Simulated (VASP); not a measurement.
Here is a VASP 6.6.1 calculation.

Contents of INCAR:

```
PREC = Accurate
ENCUT = 520
EDIFF = 1E-6
ISMEAR = 0
SIGMA = 0.1
LREAL = F
LASPH = T
NELM = 60
ALGO = Normal
ISIF = 2
LWAVE = F
LCHARG = T
LELF = T
LVHAR = T
NBANDS = 24
```

Contents of KPOINTS:

```
regular mesh
0
Gamma
  8 8 8
```

File POSCAR:

```
TaAs
1.0
   -1.7218133622      1.7218133622      5.8679415361
    1.7218133622     -1.7218133622      5.8679415361
    1.7218133622      1.7218133622     -5.8679415361
Ta As
2 2
Direct
    0.4999673000      0.9999673000      0.5000000000
    0.7499673000      0.7499673000      0.0000000000
    0.0826321200      0.5826321200      0.5000000000
    0.3326321200      0.3326321200      0.0000000000
```

Potentials or basis: VASP PAW LDA potentials, release 64 (Ta_pv, As).

Run with:

```console
$ cat potpaw_LDA.64/Ta_pv/POTCAR potpaw_LDA.64/As/POTCAR > POTCAR
$ mpirun -np 1 vasp_std > vasp.out
```

(1) What does it give for the band gap on the k mesh?

(2) Estimate the largest force.

(3) What does it give for the pressure?

## Answers

(1) zero (bands 16 and 17 overlap by 0.06 eV).

(2) 0.023 eV/Å.

(3) -6.5 GPa.

Caveat: the cell stands under tension; spin-orbit coupling is left out, which moves the levels of the heavy elements.
